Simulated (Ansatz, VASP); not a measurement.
**One calculation of C, two programs**

```
C
1.0
     0.00000    1.82861    1.78509
     1.82861    0.00000    1.78509
     1.82861    1.82861    0.00000
C
2
Direct
  0.50000 0.50000 0.50000
  0.75000 0.75000 0.75000
```

Alike in both runs: task single point; functional PBE; k mesh 12 × 12 × 12; occupations gaussian, width 0.05 eV; no spin polarisation.

|  | VASP | Ansatz |
| --- | --- | --- |
| version | VASP 6.6.1 | Ansatz 0.2.0 |
| potentials or method | VASP PAW PBE potentials, release 64 (C), cutoff 520 eV | scalar-relativistic, plane waves, PAW |
| valence electrons in the cell | 8 | 8 |

VASP gave:

| Quantity | Value |
| --- | --- |
| gap on the k mesh at the Fermi level (eV) | 3.45 |
| least direct gap on the mesh (eV) | 5.03 |
| pressure (GPa) | -18.1 |
| traceless stress, the component that is largest in VASP (GPa) | 13.78 |

Problem. Estimate Ansatz's values.

Solution. gap on the k mesh at the Fermi level (eV): 3.46; least direct gap on the mesh (eV): 5.04; pressure (GPa): -18.6; traceless stress, the component that is largest in VASP (GPa): 13.78.
